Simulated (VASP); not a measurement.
Wanted: the native input for a VASP 6.6.1 run.

```yaml
Task: single point
Functional: PBE
Potentials_or_basis: VASP PAW PBE potentials, release 64 (Zn, O)
Cutoff: 520 eV
k_mesh: 8 × 8 × 4
Occupations: fermi-dirac, width 0.03 eV
Spin: no spin polarisation
Dipole_correction: no
Further_INCAR_settings: ALGO = Normal; EDIFF = 1e-06; NBANDS = 26
```

The structure of ZnO lies in POSCAR:

```
ZnO
1.0
    3.2199992200      0.0000000000      0.0000000000
   -1.6099996100      2.7886011300      0.0000000000
    0.0000000000      0.0000000000      5.2000000000
Zn O
2 2
Direct
    0.3333333300      0.6666666700      0.0000000000
    0.6666666700      0.3333333300      0.5000000000
    0.3333333300      0.6666666700      0.3750000000
    0.6666666700      0.3333333300      0.8750000000
```

One way to write it, as run:

INCAR

```
SYSTEM = ZnO
ALGO = Normal
EDIFF = 1E-6
ENCUT = 520
GGA = PE
ISIF = 2
ISMEAR = -1
LASPH = .True.
LCHARG = .False.
LREAL = .False.
LWAVE = .False.
NBANDS = 26
NELM = 60
PREC = Accurate
SIGMA = 0.03
```

KPOINTS

```
k-points
0
Gamma
  8 8 4
  0 0 0
```

Potentials or basis: VASP PAW PBE potentials, release 64 (Zn, O).

Launch:

```sh
$ cat potpaw_PBE.64/Zn/POTCAR potpaw_PBE.64/O/POTCAR > POTCAR
$ mpirun -np 1 vasp_std > vasp.out
```

Results of the run:

```
Pressure               : 9.1 GPa
Largest force          : 0.158 eV/Å
Band gap on the k mesh : 0.81 eV, direct
```

Wall time 14 s on 1 thread of Intel(R) Xeon(R) 6975P-C (Granite Rapids) (shared host), peak memory 0.17 GiB.
